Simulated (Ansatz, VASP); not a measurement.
**NaI in VASP and in Ansatz**

```
CELL_PARAMETERS angstrom
0.00000 3.23640 3.23640
3.23640 0.00000 3.23640
3.23640 3.23640 0.00000
ATOMIC_POSITIONS crystal
Na 0.00000 0.00000 0.00000
I 0.52897 0.47103 0.52897
```

Change from the starting cell: all I atoms moved +0.188 Å, as atom 2 along Cartesian [0 1 0].

Alike in both runs: task single point; functional r2SCAN; k mesh 6 × 6 × 6; occupations gaussian, width 0.05 eV; no spin polarisation.

|  | VASP | Ansatz |
| --- | --- | --- |
| version | VASP 6.6.1 | Ansatz 0.2.0 |
| potentials or method | VASP PAW PBE potentials, release 64 (Na_pv, I), cutoff 520 eV | scalar-relativistic, plane waves, PAW |
| valence electrons in the cell | 14 | 26 |

Ansatz gave:

| Quantity | Value |
| --- | --- |
| gap on the k mesh at the Fermi level (eV) | 4.43 |
| least direct gap on the mesh (eV) | 4.43 |
| pressure (GPa) | 0.1 |
| traceless stress, the component that is largest in VASP (GPa) | 0.46 |
| rms of the force components (eV/Å) | 0.115 |

**Question.** Estimate VASP's values.

**Answer.** gap on the k mesh at the Fermi level (eV): 4.44; least direct gap on the mesh (eV): 4.44; pressure (GPa): 0.0; traceless stress, the component that is largest in VASP (GPa): 0.47; rms of the force components (eV/Å): 0.115.

VASP's potentials were made for PBE, not for r2SCAN. Atom by atom the forces differ by 0.000 eV/Å (rms over components). With one functional, cell and mesh, what is left measures potentials, basis and numerics. VASP's potentials hold 14 valence electrons a cell and Ansatz's 26, so a difference there can come from the potentials and not from the codes.

Neither program's run includes spin-orbit coupling.
